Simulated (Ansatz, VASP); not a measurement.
## AlCo3: VASP beside Ansatz

The input INCAR:

```
SYSTEM = AlCo3
PREC = Accurate
ENCUT = 520
EDIFF = 1E-7
ISMEAR = 1
SIGMA = 0.05
LREAL = .FALSE.
LASPH = .TRUE.
NELM = 150
ALGO = Normal
ISIF = 2
LWAVE = .FALSE.
LCHARG = .FALSE.
ISPIN = 2
MAGMOM = 0 1.48 1.48 1.48
LORBIT = 11
LMAXMIX = 4
GGA = PS
NBANDS = 27
```

KPOINTS

```
regular mesh
0
G
  12 12 12
  0 0 0
```

The input POSCAR:

```
AlCo3
1.0
    3.5749480000      0.0000000000      0.0000000000
    0.0000000000      3.5749480000      0.0000000000
    0.0000000000      0.0000000000      3.5749480000
Al Co
1 3
Direct
    0.0000000000      0.0000000000      0.0000000000
    0.5000000000      0.5000000000      0.0000000000
    0.5000000000      0.0000000000      0.5000000000
    0.0000000000      0.5000000000      0.5000000000
```

Input for Ansatz:

```yaml
crystal:
  lattice:
    - [3.574948, 0.0, 0.0]
    - [0.0, 3.574948, 0.0]
    - [0.0, 0.0, 3.574948]
  atoms:
    - { symbol: Al, position: [0.0, 0.0, 0.0] }
    - { symbol: Co, position: [0.5, 0.5, 0.0], spin: 1.48 }
    - { symbol: Co, position: [0.5, 0.0, 0.5], spin: 1.48 }
    - { symbol: Co, position: [0.0, 0.5, 0.5], spin: 1.48 }
basis:
  ecutwfc: 420
kpoints:
  mp_grid: { grid: [12, 12, 12] }
hamiltonian:
  xc: pbesol
scf:
  occupations: { method: cold, width: 0.05 }
output:
  forces: true
  stress: true
  eigenvalues: true
  populations: true
magnetization:
  spin_polarized: true
```

Alike in both runs: task single point; functional PBEsol; k mesh 12 × 12 × 12; collinear spin.

|  | VASP | Ansatz |
| --- | --- | --- |
| version | VASP 6.6.1 | Ansatz 0.2.0 |
| potentials or method | VASP PAW PBE potentials, release 64 (Al, Co), cutoff 520 eV | scalar-relativistic, plane waves, PAW |
| occupations | methfessel-paxton of order 1, width 0.05 eV | cold, width 0.05 eV |
| valence electrons in the cell | 30 | 54 |

Ansatz gave:

- gap on the k mesh at the Fermi level (eV): none
- pressure (GPa): -7.4
- net moment per atom (μB): 0.97
- size of the moment on the site where the two differ most (μB): 1.35

Problem. What did VASP give for the same quantities?

Solution. gap on the k mesh at the Fermi level (eV): none; pressure (GPa): -7.6; net moment per atom (μB): 0.97; size of the moment on the site where the two differ most (μB): 1.33.

VASP's potentials were made for PBE, not for PBEsol. Site moments also hang on the region over which each program counts them. A gap of «none» marks a metal or a gap that the smearing closes. VASP's potentials hold 30 valence electrons a cell and Ansatz's 54, so a difference there can come from the potentials and not from the codes. Ansatz's warnings: stability check not made.
